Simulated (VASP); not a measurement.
Runs of VASP 6.6.1 on Sc2GaS. The structure is that of space group P6/mmm (No. 191), or close to it. The cells are those of the table. The cell was generated, and may not be a known phase.

```csv
task,cell,k mesh,cutoff (eV),gap on the mesh (eV),pressure (GPa)
single point,"a = 4.969, b = 4.969, c = 5.031 Å, angles 90.0, 90.0, 120.0°, 4 atoms",12 × 12 × 10,520,none,0.0
single point,"a = 4.972, b = 4.972, c = 5.009 Å, angles 90.0, 90.0, 120.0°, 4 atoms",6 × 6 × 4,520,none,(a)
single point,"a = 4.634, b = 4.634, c = 4.825 Å, angles 90.0, 90.0, 120.0°, 4 atoms",6 × 6 × 4,520,none,10.5
relaxation of cell and atoms,"relaxed from a = 4.634, b = 4.634, c = 4.825 Å, angles 90.0, 90.0, 120.0°, 4 atoms",6 × 6 × 4,600,none,-0.1
```

Alike in all rows: level PBE; potentials or basis VASP PAW PBE potentials, release 64 (Sc_sv, Ga_d, S); no spin polarisation; smearing gaussian 0.1 eV.

Q: Estimate the missing entries.

A: (a) 0.1.

Caveats: the stress differs along the axes, from 6 to 13 GPa (at least some runs).

A k mesh can miss the band edges, and the runs leave out spin-orbit coupling on Ga.

A gap of «none» marks levels without a gap at the run's occupations.
